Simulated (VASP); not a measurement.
## TiTe2: single point with LDA

The system is TiTe2.

```xyz
3
Lattice="3.7770 0.0000 0.0000 -1.8885 3.2710 0.0000 0.0000 0.0000 6.4980" Properties=species:S:1:pos:R:3 pbc="T T T"
Ti    0.0000    0.0000    0.0000
Te    1.8885    1.0903    1.7077
Te    0.0000    2.1807    4.7903
```

```
Program                : VASP 6.6.1
Task                   : single point
Functional             : LDA
Potentials or basis    : VASP PAW LDA potentials, release 64 (Ti_sv, Te)
Cutoff                 : 520 eV
k mesh                 : 6 × 6 × 4
Occupations            : gaussian, width 0.1 eV
Spin                   : no spin polarisation
Dipole correction      : no
Further INCAR settings : ALGO = Normal; EDIFF = 1e-06; NBANDS = 19
```

The pressure is -4.1 GPa and the largest force is 0.333 eV/Å. The band gap on the k mesh is zero (band 12 reaches 7.02 eV, above the bottom of band 13 at 6.35 eV).

Forces on the atoms (eV/Å):
```
Ti   0.000  0.000  0.000
Te   0.000  0.000 -0.333
Te   0.000  0.000  0.333
```

Stress tensor (GPa, compression positive):
```
-4.05  0.00  0.00
 0.00 -4.05  0.00
 0.00  0.00 -4.22
```

Levels at points of the mesh, in eV from the Fermi level:
| k point | band 10 | band 11 | band 12 | band 13 | band 14 | band 15 |
| --- | --- | --- | --- | --- | --- | --- |
| (0.00, 0.00, 0.00) | 0.34 | 0.41 | 0.41 | 0.62 | 1.11 | 1.11 |
| (0.50, 0.00, 0.00) | -2.35 | -1.69 | -1.08 | 0.04 | 1.15 | 1.47 |
| (0.00, 0.00, 0.50) | -1.55 | 0.40 | 0.40 | 0.80 | 0.80 | 1.02 |
| (0.50, 0.00, 0.50) | -1.97 | -0.91 | -0.55 | -0.26 | 1.15 | 1.45 |

Wall time 32 s on 1 thread of Intel(R) Xeon(R) Platinum 8259CL CPU @ 2.50GHz (Skylake/Cascade Lake), with other jobs on the host, peak memory 0.17 GiB.

Caveat: spin-orbit coupling is left out, which moves the levels of the heavy elements.
